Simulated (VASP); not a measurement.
# CuO (Cc) in VASP: settings compared, part 2 of 3

VASP 6.6.1. Earlier steps stand in the parts before.

**3. Single point, RPBE**

This run uses another cell than the first one, of 10.57 Å³/atom, 1.040 times its volume.

File INCAR:

```
  ALGO = Normal
  EDIFF = 1E-6
  ENCUT = 700
  GGA = RP
  GGA_COMPAT = F
  ISIF = 2
  ISMEAR = -1
  LASPH = T
  LCHARG = F
  LREAL = F
  LWAVE = F
  NBANDS = 33
  NELM = 120
  PREC = Accurate
  SIGMA = 0.05
```

File KPOINTS:

```
k-points
0
Gamma
  10 10 5
```

File POSCAR:

```
CuO
1.0
    2.3755039530     -1.7359471401      0.0000000000
    2.3755039530      1.7359471401      0.0000000000
   -0.8718742338      0.0000000000      5.1260186872
Cu O
2 2
Direct
    0.0032000000      0.4968000000      0.0000000000
    0.4968000000      0.0032000000      0.5000000000
    0.5714000000      0.4056000000      0.2537000000
    0.4056000000      0.5714000000      0.7537000000
```

Potentials or basis: VASP PAW PBE potentials, release 64 (Cu_sv_GW, O).

Run with:

```console
$ cat potpaw_PBE.64/Cu_sv_GW/POTCAR potpaw_PBE.64/O/POTCAR > POTCAR
$ mpirun -np 1 vasp_std > vasp.out
```

OUTCAR:

```text
EDIFF = 1E-6
   ENCUT = 700
   GGA = RP
   ISIF = 2
   ISMEAR = -1
   LASPH = T
   LREAL = F
   NELM = 120
   PREC = Accurate

 ion  position               nearest neighbor table
   1  0.003  0.497  0.000-   4 1.93   3 1.96   4 2.00   3 2.05
   2  0.497  0.003  0.500-   3 1.93   4 1.96   3 2.00   4 2.05
   3  0.571  0.406  0.254-   2 1.93   1 1.96   2 2.00   1 2.05
   4  0.406  0.571  0.754-   1 1.93   2 1.96   1 2.00   2 2.05

  LATTYP: Found a base centered monoclinic cell.
 ALAT       =     4.7510079060
 B/A-ratio  =     0.7307700490
 C/A-ratio  =     1.0944283419
 COS(beta)  =    -0.1676798045

  Lattice vectors:

 A1 = (   2.3755039530,  -1.7359471401,   0.0000000000)
 A2 = (   2.3755039530,   1.7359471401,   0.0000000000)
 A3 = (  -0.8718742338,   0.0000000000,   5.1260186872)

Analysis of symmetry for initial positions (statically):
=====================================================================
 Subroutine PRICEL returns:
 Original cell was already a primitive cell.

 Routine SETGRP: Setting up the symmetry group for a
 base centered monoclinic supercell.

 Subroutine GETGRP returns: Found  2 space group operations
 (whereof  1 operations were pure point group operations)
 out of a pool of  4 trial point group operations.

The static configuration has the point symmetry C_1 .
 The point group associated with its full space group is C_1h.

Analysis of symmetry for dynamics (positions and initial velocities):
=====================================================================
 Subroutine PRICEL returns:
 Original cell was already a primitive cell.

 Routine SETGRP: Setting up the symmetry group for a
 base centered monoclinic supercell.

 Subroutine GETGRP returns: Found  2 space group operations
 (whereof  1 operations were pure point group operations)
 out of a pool of  4 trial point group operations.

The dynamic configuration has the point symmetry C_1 .
 The point group associated with its full space group is C_1h.

 Subroutine INISYM returns: Found  2 space group operations
 (whereof  1 operations are pure point group operations),
 and found     1 'primitive' translations

----------------------------------------------------------------------------------------

                                     Primitive cell

  volume of cell :      42.2768

  direct lattice vectors                    reciprocal lattice vectors
     2.375503953 -1.735947140  0.000000000     0.210481654 -0.288027203  0.035800402
     2.375503953  1.735947140  0.000000000     0.210481654  0.288027203  0.035800402
    -0.871874234  0.000000000  5.126018687     0.000000000  0.000000000  0.195083175

  length of vectors
     2.942198413  2.942198413  5.199637705     0.358530145  0.358530145  0.195083175

  position of ions in fractional coordinates (direct lattice)
     0.003200000  0.496800000  0.000000000
     0.496800000  0.003200000  0.500000000
     0.571400000  0.405600000  0.253700000
     0.405600000  0.571400000  0.753700000

  ion indices of the primitive-cell ions
   primitive index   ion index
                 1           1
                 2           2
                 3           3
                 4           4

----------------------------------------------------------------------------------------

 KPOINTS: k-points

Automatic generation of k-mesh.
 Grid dimensions read from file:
 generate k-points for:   10   10    5

 Generating k-lattice:

  Cartesian coordinates                     Fractional coordinates (reciprocal lattice)
     0.021048165 -0.028802720  0.003580040     0.100000000  0.000000000  0.000000000
     0.021048165  0.028802720  0.003580040     0.000000000  0.100000000  0.000000000
     0.000000000  0.000000000  0.039016635     0.000000000  0.000000000  0.200000000

  Length of vectors
     0.035853015  0.035853015  0.039016635

  Shift w.r.t. Gamma in fractional coordinates (k-lattice)
     0.000000000  0.000000000  0.000000000

 Subroutine IBZKPT returns following result:
 ===========================================

 Found    141 irreducible k-points:

 Following reciprocal coordinates:
            Coordinates               Weight
  0.000000  0.000000  0.000000      1.000000
  0.100000 -0.000000  0.000000      4.000000
  0.200000 -0.000000  0.000000      4.000000
  0.300000 -0.000000  0.000000      4.000000
  0.400000  0.000000  0.000000      4.000000
  0.500000  0.000000  0.000000      2.000000
[... 16 lines left out ...]
  0.300000  0.300000  0.000000      2.000000
  0.400000  0.300000  0.000000      4.000000
 [... further k-points ...]
   k-points           NKPTS =    141   k-points in BZ     NKDIM =    141   number of bands    NBANDS=     33
   number of dos      NEDOS =    301   number of ions     NIONS =      4
   total plane-waves  NPLWV =  37632
   dimension x,y,z NGX =    28 NGY =   28 NGZ =   48
   dimension x,y,z NGXF=    56 NGYF=   56 NGZF=   96
   ions per type =               2   2
   NGX,Y,Z   is equivalent  to a cutoff of  15.82, 15.82, 15.35 a.u.
   NGXF,Y,Z  is equivalent  to a cutoff of  31.64, 31.64, 30.69 a.u.
 SYSTEM =  unknown system
   PREC   = accura    normal or accurate (medium, high low for compatibility)
   ISTART =      0    job   : 0-new  1-cont  2-samecut
   ICHARG =      2    charge: 1-file 2-atom 10-const
   ISPIN  =      1    spin polarized calculation?
   LNONCOLLINEAR =      F non collinear calculations
   LSORBIT =      F    spin-orbit coupling
   LASPH  =      T    aspherical Exc in radial PAW
   ENCUT  =  700.0 eV  51.45 Ry    7.17 a.u.   6.35  6.35 11.22*2*pi/ulx,y,z
   NELM   =    120;   NELMIN=  2; NELMDL= -5     # of ELM steps
   EDIFF  = 0.1E-05   stopping-criterion for ELM
   LREAL  =      F    real-space projection
   EDIFFG = 0.1E-04   stopping-criterion for IOM
   NSW    =      0    number of steps for IOM
   IBRION =     -1    ionic relax: 0-MD 1-quasi-New 2-CG
   NFREE  =      0    steps in history (QN), initial steepest desc. (CG)
   ISIF   =      2    stress and relaxation
   ISYM   =      2    0-nonsym 1-usesym 2-fastsym
   POTIM  = 0.5000    time-step for ionic-motion
   TEBEG  =    0.0;   TEEND  =   0.0 temperature during run
   PSTRESS=    0.0 pullay stress
   NELECT =      50.0000    total number of electrons
   NUPDOWN=      -1.0000    fix difference up-down
   EMIN   =  10.00;   EMAX   =-10.00  energy-range for DOS
   EFERMI =   0.00;   METHOD = LEGACY
   ISMEAR =    -1;   SIGMA  =   0.05  broadening in eV -4-tet -1-fermi 0-gaus
   EFERMI_NEDOS =   21; number of points for ismear=-14 and -15
   IALGO  =     38    algorithm
   IMIX   =      4    mixing-type and parameters
     AMIX     =   0.40;   BMIX     =  1.00
     AMIX_MAG =   1.60;   BMIX_MAG =  1.00
  volume/ion in A,a.u.               =      10.57        71.32
  Fermi-wavevector in a.u.,A,eV,Ry     =   1.731267  3.271620 40.780538  2.997285
  Thomas-Fermi vector in A             =   2.805666
   LORBIT       =      0    0 simple, 1 ext, 2 COOP (PROOUT), +10 PAW based schemes
   GGA     = RP    functional components
   LHFCALC =     F    Hartree Fock is set to
   AEXX    =    0.0000 exact exchange contribution
   IVDW    =     0    specifies the selected vdW correction
   LEPSILON=     F    determine dielectric tensor
   LRPA    =     F    only Hartree local field effects (RPA)
 non-spin polarized calculation
  energy-cutoff  :      700.00
  volume of cell :       42.28
 maximum number of plane-waves:      1799
 NGX is ok and might be reduce to    28
   NGX = 13   NGY = 13   NGZ = 23

 number of electron      49.9999993 magnetization

 Free energy of the ion-electron system (eV)
  ---------------------------------------------------
  ext. energy  EPLUGINS =         0.00000000
  ---------------------------------------------------
  free energy    TOTEN  =       -17.93179922 eV

  energy without entropy =      -17.91206115  energy(sigma->0) =      -17.92193019

 E-fermi :   5.3637     XC(G=0): -11.7874

 val. band max:        5.3598883439   @ k =  -0.2000   0.3000   0.4000
 cond. band min:       5.3707387067   @ k =   0.4000   0.2000   0.4000
 fundamental gap:      0.0108503628
 Fermi energy:         5.3637281692

 k-point     1 :       0.0000    0.0000    0.0000
  band No.  band energies     occupation
      1    -107.2396      2.00000
      2    -107.2388      2.00000
      3     -64.6989      2.00000
      4     -64.6987      2.00000
      5     -64.6763      2.00000
      6     -64.6690      2.00000
[... 25 lines left out ...]
     32      21.6094      0.00000
     33      22.2014      0.00000
[... 797 lines left out ...]
      3     -64.7086      2.00000
      4     -64.7051      2.00000
      5     -64.6743      2.00000
      6     -64.6696      2.00000
[... 25 lines left out ...]
     32      18.4558      0.00000
     33      19.6825      0.00000

 [... further k-points ...]
[... 5 lines left out ...]
  --------------------------------------------------------------------------------------
  -------------------------------------------------------------------------------------
  Total        0.2889037      0.7801660      0.0211960      0.0000000      0.0000000     -0.3081160
  in kB       10.9486658     29.5661758      0.8032713      0.0000000      0.0000000    -11.6767619
  external PRESSURE =      13.7727043 kB  Pullay stress =       0.0000000 kB

 VOLUME and BASIS-vectors are now :
 -----------------------------------------------------------------------------
  energy-cutoff  :      700.00
  volume of cell :       42.28
      direct lattice vectors                 reciprocal lattice vectors
     2.375503953 -1.735947140  0.000000000     0.210481654 -0.288027203  0.035800402
     2.375503953  1.735947140  0.000000000     0.210481654  0.288027203  0.035800402
    -0.871874234  0.000000000  5.126018687     0.000000000  0.000000000  0.195083175

 POSITION                                       TOTAL-FORCE (eV/Angst)
 -----------------------------------------------------------------------------------
      1.18775      0.85686      0.00000        -0.567915      0.302973      0.217708
      0.75181     -0.85686      2.56301        -0.567915     -0.302973      0.217708
      2.09967     -0.28782      1.30047         0.567915      0.344642     -0.217708
      1.66374      0.28782      3.86348         0.567915     -0.344642     -0.217708
 -----------------------------------------------------------------------------------
    total drift:                                0.001087      0.000000     -0.000580

  FREE ENERGIE OF THE ION-ELECTRON SYSTEM (eV)
  ---------------------------------------------------
  free  energy   TOTEN  =       -17.9317992205 eV

  energy  without entropy=      -17.9120611499  energy(sigma->0) =      -17.92193019
```

Run time: 3.3 min. Hardware: 1 thread of Intel Xeon 6975P-C (Granite Rapids), shared host; peak memory 0.41 GiB.

Results:

```
Free energy            : -17.9318 eV
Pressure               : 1.4 GPa
Largest force          : 0.699 eV/Å
Band gap on the k mesh : zero (band 25 reaches 5.64 eV, above the bottom of band 26 at 5.04 eV)
```

Forces on the atoms (eV/Å):
```
Cu  -0.568  0.303  0.218
Cu  -0.568 -0.303  0.218
O    0.568  0.345 -0.218
O    0.568 -0.345 -0.218
```

Caveat: the PAW data sets were made with another functional, which shifts forces and pressure a little; semilocal functionals often make such compounds metallic where correlation or magnetic order opens a gap, which also shifts bond lengths.

**4. Single point, RPBE**

This run uses another cell than the first one, of 10.37 Å³/atom, 1.020 times its volume.

File INCAR:

```
SYSTEM = CuO
PREC = Accurate
ENCUT = 700
EDIFF = 1E-6
ISMEAR = -1
SIGMA = 0.05
LREAL = .False.
LASPH = .True.
NELM = 120
ALGO = Normal
ISIF = 2
LWAVE = .False.
LCHARG = .False.
GGA = RP
NBANDS = 33
GGA_COMPAT = .False.
```

File KPOINTS:

```
Automatic mesh
0
Gamma
  10 10 5
  0 0 0
```

File POSCAR:

```
CuO
1.0
    2.3601776944     -1.7247471694      0.0000000000
    2.3601776944      1.7247471694      0.0000000000
   -0.8662490821      0.0000000000      5.0929466782
Cu O
2 2
Direct
    0.0032000000      0.4968000000      0.0000000000
    0.4968000000      0.0032000000      0.5000000000
    0.5714000000      0.4056000000      0.2537000000
    0.4056000000      0.5714000000      0.7537000000
```

Potentials or basis: VASP PAW PBE potentials, release 64 (Cu_sv_GW, O).

Run with:

```console
$ cat potpaw_PBE.64/Cu_sv_GW/POTCAR potpaw_PBE.64/O/POTCAR > POTCAR
$ mpirun -np 1 vasp_std > vasp.out
```

OUTCAR:

```text
SYSTEM = CuO
   PREC = Accurate
   ENCUT = 700
   EDIFF = 1E-6
   ISMEAR = -1
   LREAL = .False.
   LASPH = .True.
   NELM = 120
   ISIF = 2
   GGA = RP

 ion  position               nearest neighbor table
   1  0.003  0.497  0.000-   4 1.92   3 1.95   4 1.99   3 2.03
   2  0.497  0.003  0.500-   3 1.92   4 1.95   3 1.99   4 2.03
   3  0.571  0.406  0.254-   2 1.92   1 1.95   2 1.99   1 2.03
   4  0.406  0.571  0.754-   1 1.92   2 1.95   1 1.99   2 2.03

  LATTYP: Found a base centered monoclinic cell.
 ALAT       =     4.7203553888
 B/A-ratio  =     0.7307700490
[... 1066 lines left out ...]
  --------------------------------------------------------------------------------------
  -------------------------------------------------------------------------------------
  Total        1.1635129      1.4256185      1.0094913      0.0000000      0.0000000     -0.4239478
  in kB       44.9585717     55.0864326     39.0071215      0.0000000      0.0000000    -16.3815006
  external PRESSURE =      46.3507086 kB  Pullay stress =       0.0000000 kB

 VOLUME and BASIS-vectors are now :
 -----------------------------------------------------------------------------
  energy-cutoff  :      700.00
  volume of cell :       41.46
      direct lattice vectors                 reciprocal lattice vectors
     2.360177694 -1.724747169  0.000000000     0.211848456 -0.289897562  0.036032879
     2.360177694  1.724747169  0.000000000     0.211848456  0.289897562  0.036032879
    -0.866249082  0.000000000  5.092946678     0.000000000  0.000000000  0.196349984

 POSITION                                       TOTAL-FORCE (eV/Angst)
 -----------------------------------------------------------------------------------
      1.18009      0.85134      0.00000        -0.609498      0.334173      0.236448
      0.74696     -0.85134      2.54647        -0.609498     -0.334173      0.236448
      2.08613     -0.28596      1.29208         0.609498      0.290472     -0.236448
      1.65300      0.28596      3.83855         0.609498     -0.290472     -0.236448
 -----------------------------------------------------------------------------------
    total drift:                                0.000979      0.000000     -0.000593

  FREE ENERGIE OF THE ION-ELECTRON SYSTEM (eV)
  ---------------------------------------------------
  free  energy   TOTEN  =       -17.9011994980 eV

  energy  without entropy=      -17.8817390273  energy(sigma->0) =      -17.89146926
```

OSZICAR:

```text
N       E                     dE             d eps       ncg     rms          rms(c)
DAV:   1     0.992470470545E+03    0.99247E+03   -0.37729E+04 14754   0.523E+03
DAV:   2     0.791920042233E+02   -0.91328E+03   -0.87719E+03 15479   0.135E+03
DAV:   3    -0.193470192970E+02   -0.98539E+02   -0.96472E+02 17893   0.477E+02
DAV:   4    -0.236582738659E+02   -0.43113E+01   -0.42904E+01 15005   0.112E+02
DAV:   5    -0.238602435427E+02   -0.20197E+00   -0.20184E+00 16076   0.224E+01    0.171E+01
DAV:   6    -0.220961518423E+02    0.17641E+01   -0.43316E+01 16364   0.324E+02    0.161E+01
DAV:   7    -0.178442570133E+02    0.42519E+01   -0.14869E+01 15012   0.278E+02    0.372E+00
DAV:   8    -0.179146183006E+02   -0.70361E-01   -0.13490E+00 15676   0.151E+01    0.194E+00
DAV:   9    -0.179042161926E+02    0.10402E-01   -0.63229E-02 17716   0.124E+01    0.583E-01
DAV:  10    -0.179009662748E+02    0.32499E-02   -0.10851E-02 17780   0.669E+00    0.128E-01
DAV:  11    -0.179012369455E+02   -0.27067E-03   -0.13155E-03 17260   0.778E-01    0.727E-02
DAV:  12    -0.179011961601E+02    0.40785E-04   -0.30995E-04 15820   0.400E-01    0.148E-02
DAV:  13    -0.179011974138E+02   -0.12537E-05   -0.23220E-05 15860   0.180E-01    0.847E-03
DAV:  14    -0.179011991219E+02   -0.17082E-05   -0.22423E-06  8836   0.993E-02    0.186E-03
DAV:  15    -0.179011994980E+02   -0.37603E-06   -0.28956E-07  6900   0.377E-02
   1 F= -.17901199E+02 E0= -.17891469E+02  d E =-.194605E-01
```

stdout:

```text
POSCAR found type information on POSCAR CuO
 POSCAR found :  2 types and       4 ions
 scaLAPACK will be used
 -----------------------------------------------------------------------------
|                                                                             |
|                                                                             |
|     You enforced a specific xc type in the INCAR file but a different       |
|     I HOPE YOU KNOW WHAT YOU ARE DOING!                                     |
|                                                                             |
 -----------------------------------------------------------------------------

 LDA part: xc-table for (Slater+PW92), standard interpolation
 POSCAR, INCAR and KPOINTS ok, starting setup
 FFT: planning ... GRIDC
 FFT: planning ... GRID_SOFT
 FFT: planning ... GRID
 WAVECAR not read
 entering main loop
```

It took 3.2 min on 1 thread of AMD EPYC 9R45 (Zen 5), shared host; peak memory 0.37 GiB.

What came out:

```
Free energy            : -17.9012 eV
Pressure               : 4.6 GPa
Largest force          : 0.734 eV/Å
Band gap on the k mesh : zero (band 25 reaches 5.89 eV, above the bottom of band 26 at 5.30 eV)
```

Forces in eV/Å, atoms in the order of the input:
```
Cu  -0.609  0.334  0.236
Cu  -0.609 -0.334  0.236
O    0.609  0.290 -0.236
O    0.609 -0.290 -0.236
```

Stress tensor (GPa, compression positive):
```
 4.50  0.00 -1.64
 0.00  5.51  0.00
-1.64  0.00  3.90
```

Levels at points of the mesh, in eV from the Fermi level:
| k point | band 23 | band 24 | band 25 | band 26 | band 27 | band 28 |
| --- | --- | --- | --- | --- | --- | --- |
| (0.00, 0.00, 0.00) | -2.08 | -1.61 | 0.21 | 0.90 | 1.64 | 6.04 |
| (0.50, 0.00, 0.00) | -1.46 | -1.37 | -0.03 | 0.29 | 4.93 | 6.24 |
| (0.50, 0.50, 0.00) | -1.64 | -1.20 | -0.65 | 1.04 | 3.44 | 7.00 |

Caveat: the PAW data sets were made with another functional, which shifts forces and pressure a little; semilocal functionals often make such compounds metallic where correlation or magnetic order opens a gap, which also shifts bond lengths. With open d or f shells a metallic result of RPBE can be an artefact of self-interaction; +U or a hybrid may open a gap.

**5. Single point, RPBE**

This run uses another cell than the first one, of 9.96 Å³/atom, 0.980 times its volume.

File INCAR:

```
SYSTEM = CuO
ALGO = Normal
EDIFF = 1E-6
ENCUT = 700
GGA = RP
GGA_COMPAT = .False.
ISIF = 2
ISMEAR = -1
LASPH = .True.
LCHARG = .False.
LREAL = .False.
LWAVE = .False.
NBANDS = 33
NELM = 120
PREC = Accurate
SIGMA = 0.05
```

File KPOINTS:

```
k-points
0
Gamma
  10 10 5
  0 0 0
```

File POSCAR:

```
CuO
1.0
    2.3289133814     -1.7019001459      0.0000000000
    2.3289133814      1.7019001459      0.0000000000
   -0.8547742332      0.0000000000      5.0254824872
Cu O
2 2
Direct
    0.0032000000      0.4968000000      0.0000000000
    0.4968000000      0.0032000000      0.5000000000
    0.5714000000      0.4056000000      0.2537000000
    0.4056000000      0.5714000000      0.7537000000
```

Run with:

```console
$ cat potpaw_PBE.64/Cu_sv_GW/POTCAR potpaw_PBE.64/O/POTCAR > POTCAR
$ mpirun -np 1 vasp_std > vasp.out
```

Run time: 3.2 min. Hardware: 1 thread of Intel Xeon 6975P-C (Granite Rapids), shared host; peak memory 0.4 GiB.

It converged, with:

| Item | Value |
| --- | --- |
| Free energy | -17.7850 eV |
| Pressure | 12.3 GPa |
| Largest force | 0.855 eV/Å |
| Band gap on the k mesh | zero (band 25 reaches 6.43 eV, above the bottom of band 26 at 5.84 eV) |

Forces in eV/Å, atoms in the order of the input:
```
Cu  -0.701  0.404  0.278
Cu  -0.701 -0.404  0.278
O    0.701  0.167 -0.278
O    0.701 -0.167 -0.278
```

Stress tensor (GPa, compression positive):
```
12.53  0.00 -2.75
 0.00 11.52  0.00
-2.75  0.00 12.91
```

Levels at points of the mesh, in eV from the Fermi level:
```
           k point  band 21  band 22  band 23  band 24  band 25  band 26  band 27  band 28  band 29  band 30
(0.00, 0.00, 0.00)    -2.39    -2.28    -2.20    -1.69     0.21     0.93     1.77     6.07     8.29    13.47
(0.50, 0.00, 0.00)    -2.10    -1.65    -1.55    -1.44    -0.03     0.29     4.91     6.40     7.04    11.24
(0.50, 0.50, 0.00)    -2.20    -2.17    -1.68    -1.26    -0.68     1.09     3.33     7.15     8.60    10.18
```

Caveat: the PAW data sets were made with another functional, which shifts forces and pressure a little; semilocal functionals often make such compounds metallic where correlation or magnetic order opens a gap, which also shifts bond lengths. With open d or f shells a metallic result of RPBE can be an artefact of self-interaction; +U or a hybrid may open a gap.

[end of part 2 of 3]
